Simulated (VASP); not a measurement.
A run of VASP 6.6.1 is set up as follows.

File INCAR:

```
SYSTEM = Y
ALGO     = Normal         ! electronic algorithm
EDIFF    = 1E-7           ! SCF threshold, eV
EDIFFG   = -0.03          ! ionic threshold
ENCUT    = 500            ! plane-wave cutoff, eV
GGA_COMPAT= .False.      
IBRION   = 2              ! ionic algorithm
ISIF     = 3              ! what is computed and relaxed
ISMEAR   = 1              ! smearing method
LASPH    = .True.         ! aspherical terms in the spheres
LCHARG   = .False.        ! write CHGCAR
LREAL    = .False.        ! projectors in reciprocal space
LWAVE    = .False.        ! write WAVECAR
NELM     = 120            ! most SCF steps
NELMIN   = 4            
NSW      = 80             ! ionic steps
PREC     = Accurate       ! precision mode
SIGMA    = 0.05           ! smearing width, eV
```

Contents of KPOINTS:

```
k-points
0
Gamma
  16 16 16
  0 0 0
```

POSCAR

```
Y
1.0
   -2.0200000000      2.0200000000      2.0200000000
    2.0200000000     -2.0200000000      2.0200000000
    2.0200000000      2.0200000000     -2.0200000000
Y
1
Direct
    0.0000000000      0.0000000000      0.0000000000
```

Potentials or basis: VASP PAW LDA potentials, release 64 (Y_sv).

Command:

```bash
$ cat potpaw_LDA.64/Y_sv/POTCAR > POTCAR
$ mpirun -np 1 vasp_std > vasp.out
```

Q: Predict the relaxed cell.

A: a = 3.383 Å, b = 3.383 Å, c = 3.383 Å, α = 109.47°, β = 109.47°, γ = 109.47°.

Q: Predict the space group after relaxing (to 0.1 Å).

A: Im-3m (No. 229).

The path:
| step | energy change (eV) | largest force (eV/Å) | pressure (GPa) | volume (Å³) |
| --- | --- | --- | --- | --- |
| 1 | 0.0000 | 0.0000 | -3.84 | 32.97 |
| 2 | -0.0391 | 0.0000 | 0.74 | 29.34 |
| 3 | -0.0402 | 0.0000 | 0.02 | 29.82 |
